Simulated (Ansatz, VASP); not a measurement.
## Pb in VASP and in Ansatz

```xyz
2
Lattice="3.5277 0.0000 0.0000 -1.7638 3.0551 0.0000 0.0000 0.0000 5.4399" Properties=species:S:1:pos:R:3 pbc="T T T"
Pb    0.0000    2.0367    1.3600
Pb    1.7638    1.0184    4.0799
```

Alike in both runs: task single point; functional PBEsol; k mesh 18 × 18 × 10; occupations gaussian, width 0.15 eV; no spin polarisation.

```csv
,VASP,Ansatz
version,VASP 6.6.1,Ansatz 0.2.0
potentials or method,"VASP PAW PBE potentials, release 64 (Pb_d), cutoff 520 eV","scalar-relativistic, plane waves, PAW"
valence electrons in the cell,28,28
```

```csv
,VASP,Ansatz,Ansatz less VASP
gap on the k mesh at the Fermi level (eV),none,none,-
pressure (GPa),1.0,1.1,+0.04
"traceless stress, the component that is largest in VASP (GPa)",1.96,1.95,-0.002
```

VASP's potentials were made for PBE, not for PBEsol. A gap of «none» marks a metal or a gap that the smearing closes. The functional is the same, so the differences come from potentials, cutoffs and numerics.

Spin-orbit coupling is off throughout.
